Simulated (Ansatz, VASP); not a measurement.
SiC in VASP and in Ansatz

```
Si C
1.0
     0.00000    2.14356    2.14356
     2.14356    0.00000    2.14356
     2.23817    2.23817   -0.09460
Si C
1 1
Direct
  0.00000 0.00000 0.00000
  0.75000 0.75000 0.75000
```

Alike in both runs: task single point; functional PBE; k mesh 12 × 12 × 12; occupations gaussian, width 0.05 eV; no spin polarisation.

|  | VASP | Ansatz |
| --- | --- | --- |
| version | VASP 6.6.1 | Ansatz 0.2.0 |
| potentials or method | VASP PAW PBE potentials, release 64 (Si, C), cutoff 520 eV | scalar-relativistic, plane waves, PAW |
| valence electrons in the cell | 8 | 8 |

Ansatz gave:

```
gap on the k mesh at the Fermi level (eV)                     : 1.18
least direct gap on the mesh (eV)                             : 4.14
pressure (GPa)                                                : 1.2
traceless stress, the component that is largest in VASP (GPa) : -10.72
rms of the force components (eV/Å)                            : 0.216
```

Question: What did VASP give for the same quantities?

Answer: gap on the k mesh at the Fermi level (eV): 1.17; least direct gap on the mesh (eV): 4.14; pressure (GPa): 1.1; traceless stress, the component that is largest in VASP (GPa): -10.76; rms of the force components (eV/Å): 0.216.

Atom by atom the forces differ by 0.001 eV/Å (rms over components).
